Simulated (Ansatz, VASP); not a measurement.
# Two plane-wave programs on Os

```
Os
1.0
     0.00000    1.92825    1.92825
     1.92825    0.00000    1.92825
     1.92825    1.92825    0.00000
Os
1
Direct
  0.00000 0.00000 0.00000
```

Alike in both runs: functional PBE; k mesh 17 × 17 × 17; occupations fermi-dirac, width 0.05 eV; no spin polarisation.

Ansatz relaxed the structure, and its values are those at the end. VASP's run is a single point on that final structure, the one shown.

```csv
,VASP,Ansatz
version,VASP 6.6.1,Ansatz 0.2.0
potentials or method,"VASP PAW PBE potentials, release 64 (Os)","PAW with Ansatz's default frozen-core files, scalar-relativistic"
plane-wave cutoff (eV),520,420
valence electrons in the cell,8,16
```

Ansatz gave:

* pressure (GPa): 0.0

Question: Estimate VASP's values.

Answer: Pressure (GPa): -0.1.

With one functional, cell and mesh, what is left measures potentials, basis and numerics. VASP's potentials hold 8 valence electrons a cell and Ansatz's 16, so a difference there can come from the potentials and not from the codes.

Neither program's run includes spin-orbit coupling.
